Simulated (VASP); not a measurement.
Set up this calculation in VASP 6.6.1, as the native input.

```yaml
Task: single point
Functional: PBE
Potentials_or_basis: VASP PAW PBE potentials, release 64 (Mg, I)
Cutoff: 520 eV
k_mesh: 6 × 6 × 4
Occupations: gaussian, width 0.05 eV
Spin: no spin polarisation
Dipole_correction: no
Further_INCAR_settings: ALGO = Normal; EDIFF = 1e-06; NBANDS = 15
```

The structure of MgI2 lies in POSCAR:

```
MgI2
1.0
    4.1846439568      0.0000000000      0.0000000000
   -2.0923219784      3.6240079724      0.0000000000
    0.0000000000      0.0000000000      7.7698369697
Mg I
1 2
Direct
    0.0000000000      0.0000000000      0.0000000000
    0.3333333333      0.6666666667      0.7935475476
    0.6666666667      0.3333333333      0.2064524524
```

The input as run:

INCAR

```
SYSTEM = MgI2
PREC = Accurate ; ENCUT = 520
EDIFF = 1E-6 ; ISMEAR = 0
SIGMA = 0.05 ; LREAL = .FALSE.
LASPH = .TRUE. ; NELM = 100
ALGO = Normal ; ISIF = 2
LWAVE = .FALSE. ; LCHARG = .FALSE.
GGA = PE ; NBANDS = 15
```

KPOINTS

```
regular mesh
0
G
  6 6 4
  0 0 0
```

Potentials or basis: VASP PAW PBE potentials, release 64 (Mg, I).

The run is started by

```sh
$ cat potpaw_PBE.64/Mg/POTCAR potpaw_PBE.64/I/POTCAR > POTCAR
$ mpirun -np 1 vasp_std > vasp.out
```

Results of the run:

```yaml
Pressure: 1.2 GPa
Largest_force: 0.382 eV/Å
Band_gap_on_the_k_mesh: 3.74 eV, indirect (least direct gap 3.92 eV)
```

Caveat: spin-orbit coupling is left out, which moves the levels of the heavy elements; this functional lacks dispersion, which binds the layers, so the pressure and a relaxed spacing across them are unreliable.

It took 33 s on 1 thread of Intel(R) Xeon(R) Platinum 8259CL CPU @ 2.50GHz (Skylake/Cascade Lake), with other jobs on the host, peak memory 0.24 GiB.
